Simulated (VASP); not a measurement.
# Al (P6_3/mmc) in VASP: further runs

The runs below take Al through relaxation of cell and atoms, with PBE+D3(BJ).

Program: VASP 6.6.1. These are calculated values, not measurements. Logs are shortened: lines on timing, memory, paths and dates and some standing lists are left out, and cuts for length are marked.

## Step 1: The cell of the first run

Symmetry: P6_3/mmc, No. 194, hexagonal system. Conventional cell: a = 2.794 Å, b = 2.794 Å, c = 4.661 Å, α = 90.00°, β = 90.00°, γ = 120.00°. Al (site symmetry -6m2) has 12 Al at 2.79 to 2.83 Å within 3.7 Å.

This isn't the form of Al at room conditions, which is fcc.

## Step 2: Relaxation of cell and atoms, PBE+D3(BJ), target pressure 1 GPa, at which the enthalpy is minimised

The input, INCAR:

```
PREC = Accurate
ENCUT = 600
EDIFF = 1E-6
ISMEAR = 0
SIGMA = 0.1
LREAL = False
LASPH = True
NELM = 60
ALGO = Fast
ISIF = 3
LWAVE = False
LCHARG = False
GGA = PE
IVDW = 12
IBRION = 2
NSW = 70
EDIFFG = -0.008
PSTRESS = 10.0
```

The input, KPOINTS:

```
Automatic mesh
0
Gamma
  18 18 10
```

The input, POSCAR:

```
Al
1.0
    2.7944441156      0.0000000000      0.0000000000
   -1.3972220578      2.4200595936      0.0000000000
    0.0000000000      0.0000000000      4.6607546744
Al
2
Direct
    0.6666666667      0.3333333333      0.7500000000
    0.3333333333      0.6666666667      0.2500000000
```

Potentials or basis: VASP PAW PBE potentials, release 64 (Al).

Command:

```
$ cat potpaw_PBE.64/Al/POTCAR > POTCAR
$ mpirun -np 1 vasp_std > vasp.out
```

OUTCAR:

```text
PREC = Accurate
   ENCUT = 600
   EDIFF = 1E-6
   ISMEAR = 0
   LREAL = False
   LASPH = True
   NELM = 60
   ISIF = 3
   GGA = PE
   IVDW = 12
   IBRION = 2
   NSW = 70
   EDIFFG = -0.008
   PSTRESS = 10.0
 IVDW          = 12

 ion  position               nearest neighbor table
   1  0.667  0.333  0.750-   2 2.83   2 2.83   2 2.83   2 2.83   2 2.83   2 2.83
   2  0.333  0.667  0.250-   1 2.83   1 2.83   1 2.83   1 2.83   1 2.83   1 2.83

  LATTYP: Found a hexagonal cell.
 ALAT       =     2.7944441156
 C/A-ratio  =     1.6678646921

  Lattice vectors:

 A1 = (   2.7944441156,   0.0000000000,   0.0000000000)
 A2 = (  -1.3972220578,   2.4200595936,   0.0000000000)
 A3 = (   0.0000000000,   0.0000000000,   4.6607546744)

Analysis of symmetry for initial positions (statically):
=====================================================================
 Subroutine PRICEL returns:
 Original cell was already a primitive cell.

 Routine SETGRP: Setting up the symmetry group for a
 hexagonal supercell.

 Subroutine GETGRP returns: Found 24 space group operations
 (whereof 12 operations were pure point group operations)
 out of a pool of 24 trial point group operations.

The static configuration has the point symmetry D_3d.
 The point group associated with its full space group is D_6h.

Analysis of symmetry for dynamics (positions and initial velocities):
=====================================================================
 Subroutine PRICEL returns:
 Original cell was already a primitive cell.

 Routine SETGRP: Setting up the symmetry group for a
 hexagonal supercell.

 Subroutine GETGRP returns: Found 24 space group operations
 (whereof 12 operations were pure point group operations)
 out of a pool of 24 trial point group operations.

The dynamic configuration has the point symmetry D_3d.
 The point group associated with its full space group is D_6h.

 Subroutine INISYM returns: Found 24 space group operations
 (whereof 12 operations are pure point group operations),
 and found     1 'primitive' translations

----------------------------------------------------------------------------------------

                                     Primitive cell

  volume of cell :      31.5194
[... 155 lines left out ...]

 VOLUME and BASIS-vectors are now :
 -----------------------------------------------------------------------------
  energy-cutoff  :      600.00
  volume of cell :       31.52
      direct lattice vectors                 reciprocal lattice vectors
     2.794444116  0.000000000  0.000000000     0.357852925  0.206606482  0.000000000
    -1.397222058  2.420059594  0.000000000     0.000000000  0.413212965  0.000000000
     0.000000000  0.000000000  4.660754674     0.000000000  0.000000000  0.214557528

 POSITION                                       TOTAL-FORCE (eV/Angst)
 -----------------------------------------------------------------------------------
      1.39722      0.80669      3.49557         0.000000      0.000000      0.000000
     -0.00000      1.61337      1.16519        -0.000000     -0.000000      0.000000
 -----------------------------------------------------------------------------------
    total drift:                                0.000000     -0.000000     -0.000000

  FREE ENERGIE OF THE ION-ELECTRON SYSTEM (eV)
  ---------------------------------------------------
  free  energy   TOTEN  =        -8.1067037749 eV

  energy  without entropy=       -8.1017857988  energy(sigma->0) =       -8.10424479

  enthalpy is  TOTEN    =        -7.9099753337 eV   P V=        0.1967284412

--------------------------------------- Ionic step        2  -------------------------------------------

 number of electron       6.0000000 magnetization

 Free energy of the ion-electron system (eV)
  ---------------------------------------------------
  ext. energy  EPLUGINS =         0.00000000
  ---------------------------------------------------
  free energy    TOTEN  =        -7.39864986 eV

  energy without entropy =       -7.39376641  energy(sigma->0) =       -7.39620813

 E-fermi :   8.5109     XC(G=0): -10.3757

 val. band max:        8.4846233344   @ k =   0.3889   0.1667   0.2000
 cond. band min:       8.5214430851   @ k =   0.3333   0.2778   0.5000
 fundamental gap:      0.0368197507
 Fermi energy:         8.5108912277

 k-point     1 :       0.0000    0.0000    0.0000
  band No.  band energies     occupation
      1      -2.9605      2.00000
      2       3.6156      2.00000
      3       3.8025      2.00000
      4      19.8566      0.00000
      5      19.8566      0.00000
      6      20.0521      0.00000
      7      20.0521      0.00000
[... 221 lines left out ...]
 k-point    24 :       0.3889    0.1111    0.0000
  band No.  band energies     occupation
      1       2.1697      2.00000
      2       4.8137      2.00000
      3       8.4349      1.71746
      4       8.8368      0.00000
      5      10.8547      0.00000
      6      11.1749      0.00000
      7      12.5886      0.00000

 [... further k-points ...]

------------------------ aborting loop because EDIFF is reached ----------------------------------------

 Edisp (eV)   -0.70754

 E8    (eV) :    -0.3166

  FORCE on cell =-STRESS in cart. coord.  units (eV):
  Direction    XX          YY          ZZ          XY          YZ          ZX
  --------------------------------------------------------------------------------------
  -------------------------------------------------------------------------------------
  Total       0.20326     0.20326     0.20738     0.00000    -0.00000     0.00000
  in kB      10.36132    10.36132    10.57138     0.00000    -0.00000     0.00000
  external pressure =        0.43 kB  Pullay stress =       10.00 kB

 VOLUME and BASIS-vectors are now :
 -----------------------------------------------------------------------------
  energy-cutoff  :      600.00
  volume of cell :       31.43
      direct lattice vectors                 reciprocal lattice vectors
     2.791727707  0.000000000  0.000000000     0.358201123  0.206807515  0.000000000
    -1.395863853  2.417707115  0.000000000     0.000000000  0.413615030 -0.000000000
    -0.000000000  0.000000000  4.656690254     0.000000000 -0.000000000  0.214744796

 POSITION                                       TOTAL-FORCE (eV/Angst)
 -----------------------------------------------------------------------------------
      1.39586      0.80590      3.49252        -0.000000      0.000000      0.000000
     -0.00000      1.61180      1.16417         0.000000     -0.000000     -0.000000
 -----------------------------------------------------------------------------------
    total drift:                                0.000000     -0.000000     -0.000000

  FREE ENERGIE OF THE ION-ELECTRON SYSTEM (eV)
  ---------------------------------------------------
  free  energy   TOTEN  =        -8.1061940022 eV

  energy  without entropy=       -8.1013105551  energy(sigma->0) =       -8.10375228

  enthalpy is  TOTEN    =        -7.9100190687 eV   P V=        0.1961749335

 reached required accuracy - stopping structural energy minimisation
```

OSZICAR:

```text
N       E                     dE             d eps       ncg     rms          rms(c)
DAV:   1     0.746117472985E+00    0.74612E+00   -0.26087E+03  3115   0.761E+02
DAV:   2    -0.736833203816E+01   -0.81144E+01   -0.77767E+01  4165   0.541E+01
DAV:   3    -0.745140095894E+01   -0.83069E-01   -0.81771E-01  4494   0.680E+00
DAV:   4    -0.745175523070E+01   -0.35427E-03   -0.35425E-03  4368   0.389E-01
DAV:   5    -0.745175654859E+01   -0.13179E-05   -0.13186E-05  4480   0.192E-02    0.193E+00
RMM:   6    -0.742223768168E+01    0.29519E-01   -0.25940E-03  3108   0.424E-01    0.113E+00
RMM:   7    -0.740127447812E+01    0.20963E-01   -0.79134E-03  3108   0.708E-01    0.154E-01
RMM:   8    -0.740122935190E+01    0.45126E-04   -0.32095E-04  3108   0.175E-01    0.153E-02
RMM:   9    -0.740123221742E+01   -0.28655E-05   -0.47534E-05  3108   0.674E-02    0.202E-02
RMM:  10    -0.740123304131E+01   -0.82389E-06   -0.82041E-06  3093   0.287E-02
   1 F= -.79099753E+01 E0= -.79075163E+01  d E =-.790998E+01
       N       E                     dE             d eps       ncg     rms          rms(c)
DAV:   1    -0.739865423150E+01    0.25780E-02   -0.76010E-04  4550   0.182E-01    0.206E-02
RMM:   2    -0.739865148970E+01    0.27418E-05   -0.45187E-06  2698   0.186E-02    0.169E-02
RMM:   3    -0.739864980786E+01    0.16818E-05   -0.16182E-06  2035   0.105E-02    0.255E-03
RMM:   4    -0.739864985832E+01   -0.50455E-07   -0.32611E-07  1710   0.588E-03
   2 F= -.79100191E+01 E0= -.79075773E+01  d E =-.437350E-04
```

CONTCAR:

```text
Al
   1.00000000000000
     2.7917277069048780    0.0000000000000000    0.0000000000000000
    -1.3958638534524390    2.4177071146631901    0.0000000000000000
    -0.0000000000000000    0.0000000000000000    4.6566902536399279
  Al
     2
Direct
     0.6666666667000030    0.3333333332999970    0.7500000000000000
     0.3333333332999970    0.6666666667000030    0.2500000000000000

  0.00000000E+00  0.00000000E+00  0.00000000E+00
  0.00000000E+00  0.00000000E+00  0.00000000E+00
```

It took 64 s on 1 thread of Intel Xeon Platinum 8175M at 2.50GHz (Skylake/Cascade Lake), shared host; peak memory 0.2 GiB.

Results:

```yaml
Free_energy: -8.1062 eV
Relaxed_volume: 15.72 Å³/atom
Relaxed_cell: a = 2.792 Å, b = 2.792 Å, c = 4.657 Å, α = 90.00°, β = 90.00°, γ = 120.00°
Space_group_after_relaxing_to_0.1_Å: P6_3/mmc (No. 194)
Energy_change_on_relaxing_the_run_minimises_the_enthalpy: +0.3 meV/atom
Ionic_steps: 2
Pressure_after_relaxing: 1.0 GPa
Band_gap_on_the_k_mesh: zero (bands 3 and 4 overlap by 7.28 eV)
Dispersion_energy_per_atom: -0.354 eV
```

The path:
```csv
step,energy change (eV),largest force (eV/Å),pressure (GPa),volume (Å³)
1,0.0000,0.0000,0.80,31.52
2,0.0005,0.0000,1.04,31.43
```

Final structure:
```xyz
2
Lattice="2.7917 0.0000 0.0000 -1.3959 2.4177 0.0000 0.0000 0.0000 4.6567" Properties=species:S:1:pos:R:3 pbc="T T T"
Al    1.3959    0.8059    3.4925
Al    0.0000    1.6118    1.1642
```

Levels at points of the mesh, in eV from the Fermi level:
```tsv
k point	band 1	band 2	band 3	band 4	band 5	band 6
(0.00, 0.00, 0.00)	-11.47	-4.90	-4.71	11.35	11.35	11.54
(0.50, 0.00, 0.00)	-5.35	-5.25	0.60	1.04	1.41	1.75
(0.00, 0.00, 0.50)	-9.78	-9.78	3.15	3.15	12.40	12.40
(0.50, 0.00, 0.50)	-4.04	-4.04	-3.22	-3.22	7.54	7.54
```

Caveat: the cell is relaxed towards a set pressure, so the run minimises the enthalpy, not the energy.

## Step 3: Relaxation of cell and atoms, PBE+D3(BJ), target pressure -1 GPa, at which the enthalpy is minimised

This run uses another cell than the first one, of 16.07 Å³/atom.

The input, INCAR:

```
SYSTEM = Al
PREC = Accurate
ENCUT = 600
EDIFF = 1E-6
ISMEAR = 0
SIGMA = 0.1
LREAL = .FALSE.
LASPH = .TRUE.
NELM = 60
ALGO = Normal
ISIF = 3
LWAVE = .FALSE.
LCHARG = .FALSE.
GGA = PE
IVDW = 12
IBRION = 2
NSW = 70
EDIFFG = -0.008
PSTRESS = -10.0
```

The input, KPOINTS:

```
regular mesh
0
G
  18 18 10
  0 0 0
```

The input, POSCAR:

```
Al
1.0
    2.8127680370      0.0000000000      0.0000000000
   -1.4063840185      2.4359285750      0.0000000000
    0.0000000000      0.0000000000      4.6913164960
Al
2
Direct
    0.6666666667      0.3333333333      0.7500000000
    0.3333333333      0.6666666667      0.2500000000
```

Potentials or basis: VASP PAW PBE potentials, release 64 (Al).

Command:

```
$ cat potpaw_PBE.64/Al/POTCAR > POTCAR
$ mpirun -np 1 vasp_std > vasp.out
```

It took 63 s on 1 thread of Intel Xeon Platinum 8175M at 2.50GHz (Skylake/Cascade Lake), shared host; peak memory 0.2 GiB.

It converged, with:

```
Free energy                                                : -8.1061 eV
Relaxed volume                                             : 16.11 Å³/atom
Relaxed cell                                               : a = 2.815 Å, b = 2.815 Å, c = 4.696 Å, α = 90.00°, β = 90.00°, γ = 120.00°
Space group after relaxing (to 0.1 Å)                      : P6_3/mmc (No. 194)
Energy change on relaxing (the run minimises the enthalpy) : +0.2 meV/atom
Ionic steps                                                : 2
Pressure after relaxing                                    : -1.0 GPa
Band gap on the k mesh                                     : zero (bands 3 and 4 overlap by 7.21 eV)
Dispersion energy per atom                                 : -0.345 eV
```

The path:
| step | energy change (eV) | largest force (eV/Å) | pressure (GPa) | volume (Å³) |
| --- | --- | --- | --- | --- |
| 1 | 0.0000 | 0.0000 | -0.83 | 32.14 |
| 2 | 0.0005 | 0.0000 | -1.02 | 32.22 |

Final structure:
```
Al
1.0
     2.81504    0.00000    0.00000
    -1.40752    2.43789    0.00000
     0.00000    0.00000    4.69559
Al
2
Direct
  0.66667 0.33333 0.75000
  0.33333 0.66667 0.25000
```

Levels at points of the mesh, in eV from the Fermi level:
| k point | band 1 | band 2 | band 3 | band 4 | band 5 | band 6 | band 7 |
| --- | --- | --- | --- | --- | --- | --- | --- |
| (0.00, 0.00, 0.00) | -11.29 | -4.79 | -4.67 | 11.13 | 11.13 | 11.40 | 11.40 |
| (0.50, 0.00, 0.00) | -5.28 | -5.15 | 0.61 | 0.99 | 1.45 | 1.68 | 5.97 |
| (0.00, 0.00, 0.50) | -9.62 | -9.62 | 3.10 | 3.10 | 12.25 | 12.25 | 12.25 |
| (0.50, 0.00, 0.50) | -3.96 | -3.96 | -3.19 | -3.19 | 7.40 | 7.40 | 7.62 |

Caveat: the cell is relaxed towards a set pressure, so the run minimises the enthalpy, not the energy.
